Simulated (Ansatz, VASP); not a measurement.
One calculation of AlN, two programs

File INCAR:

```
SYSTEM = AlN
ALGO = Normal
EDIFF = 1E-6
ENCUT = 600
GGA = PE
GGA_COMPAT = .FALSE.
ISIF = 2
ISMEAR = 0
LASPH = .TRUE.
LCHARG = .FALSE.
LREAL = .FALSE.
LWAVE = .FALSE.
NBANDS = 11
NELM = 120
PREC = Accurate
SIGMA = 0.02
```

File KPOINTS:

```
k-points
0
G
  10 10 10
  0 0 0
```

File POSCAR:

```
AlN
1.0
    0.0000000000      2.1097456293      2.1097456293
    2.1097456293      0.0000000000      2.1097456293
    2.1097456293      2.1097456293      0.0000000000
Al N
1 1
Direct
    0.0000000000      0.0000000000      0.0000000000
    0.7500000000      0.7500000000      0.7500000000
```

Input for Ansatz:

```yaml
crystal:
  lattice:
    - [0.0, 2.1097456293, 2.1097456293]
    - [2.1097456293, 0.0, 2.1097456293]
    - [2.1097456293, 2.1097456293, 0.0]
  atoms:
    - { symbol: Al, position: [0.0, 0.0, 0.0] }
    - { symbol: "N", position: [0.75, 0.75, 0.75] }
basis:
  ecutwfc: 420
kpoints:
  mp_grid: { grid: [10, 10, 10] }
hamiltonian:
  xc: pbe
scf:
  occupations: { method: gaussian, width: 0.02 }
output:
  forces: true
  stress: true
  eigenvalues: true
```

Alike in both runs: task single point; functional PBE; k mesh 10 × 10 × 10; occupations gaussian, width 0.02 eV; no spin polarisation.

```csv
,VASP,Ansatz
version,VASP 6.6.1,Ansatz 0.2.0
potentials or method,"VASP PAW PBE potentials, release 64 (Al, N), cutoff 600 eV","scalar-relativistic, plane waves, PAW"
valence electrons in the cell,8,8
```

```csv
,VASP,Ansatz,Ansatz less VASP
gap on the k mesh at the Fermi level (eV),3.36,3.37,+0.010
least direct gap on the mesh (eV),5.15,5.13,-0.017
```
